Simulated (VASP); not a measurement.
Na3Sc: single point with PBE

Na3Sc:

```
Na Sc
1.0
     5.02839    0.00000    0.00000
     0.00000    5.02839    0.00000
     0.00000    0.00000    5.02839
Na Sc
3 1
Direct
  0.00000 0.50000 0.50000
  0.50000 0.00000 0.50000
  0.50000 0.50000 0.00000
  0.00000 0.00000 0.00000
```

| Item | Value |
| --- | --- |
| Program | VASP 6.6.1 |
| Task | single point |
| Functional | PBE |
| Potentials or basis | VASP PAW PBE potentials, release 64 (Na_pv, Sc_sv) |
| Cutoff | 520 eV |
| k mesh | 10 × 10 × 10 |
| Occupations | gaussian, width 0.1 eV |
| Spin | no spin polarisation |

```yaml
Pressure: 0.0 GPa
Band_gap_on_the_k_mesh: zero (bands 16 and 17 overlap by 0.80 eV)
```

Levels at points of the mesh, in eV from the Fermi level:
```
           k point  band 13  band 14  band 15  band 16  band 17  band 18  band 19  band 20
(0.00, 0.00, 0.00)   -24.22    -3.82    -0.08    -0.08     0.77     0.77     0.77     1.86
(0.50, 0.00, 0.00)   -24.22    -2.54    -2.00     0.08     0.44     0.44     0.81     0.95
(0.50, 0.50, 0.00)   -24.21    -1.33    -0.96    -0.70    -0.70     0.54     0.54     0.85
(0.50, 0.50, 0.50)   -24.21    -0.27    -0.27    -0.27     0.31     0.36     0.36     0.36
```

Wall time 5.3 min on 1 thread of Oxide Virtual Turin-like Processor, with other jobs on the host, peak memory 0.29 GiB.
